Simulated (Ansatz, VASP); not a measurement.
B in VASP and in Ansatz

INCAR

```
SYSTEM = B
PREC = Accurate ; ENCUT = 520
EDIFF = 1E-7 ; ISMEAR = -1
SIGMA = 0.1 ; LREAL = .FALSE.
LASPH = .TRUE. ; NELM = 80
ALGO = Normal ; ISIF = 2
LWAVE = .FALSE. ; LCHARG = .FALSE.
GGA = PE ; NBANDS = 8
```

The input KPOINTS:

```
Automatic mesh
0
G
  19 19 19
  0 0 0
```

File POSCAR:

```
B
1.0
    1.8584880159      0.0000000000      0.0000000000
    0.0000000000      1.8584880159      0.0000000000
    0.0000000000      0.0000000000      1.8584880159
B
1
Direct
    0.0000000000      0.0000000000      0.0000000000
```

Input for Ansatz:

```yaml
crystal:
  lattice:
    - [1.8584880159, 0.0, 0.0]
    - [0.0, 1.8584880159, 0.0]
    - [0.0, 0.0, 1.8584880159]
  atoms:
    - { symbol: B, position: [0.0, 0.0, 0.0] }
hamiltonian:
  xc: pbe
  pseudopotentials:
    kind: paw
    azcp:
      B: "pseudopotentials/B.paw.azcp"
basis:
  ecutwfc: 420
  fft_grid_basis: typed
kpoints:
  mp_grid: { grid: [19, 19, 19], shift: [0, 0, 0] }
magnetization:
  spin_polarized: false
scf:
  occupations: { method: fermi_dirac, width: 0.1 }
  lower_state_search: "off"
output:
  stress: true
```

Alike in both runs: task single point; functional PBE; k mesh 19 × 19 × 19; occupations fermi-dirac, width 0.1 eV; no spin polarisation.

|  | VASP | Ansatz |
| --- | --- | --- |
| version | VASP 6.6.1 | Ansatz 0.2.0 |
| potentials or method | VASP PAW PBE potentials, release 64 (B), cutoff 520 eV | plane waves (420 eV) with PAW, scalar-relativistic |
| valence electrons in the cell | 3 | 3 |

|  | VASP | Ansatz | Ansatz less VASP |
| --- | --- | --- | --- |
| pressure (GPa) | 10.6 | 10.6 | -0.05 |
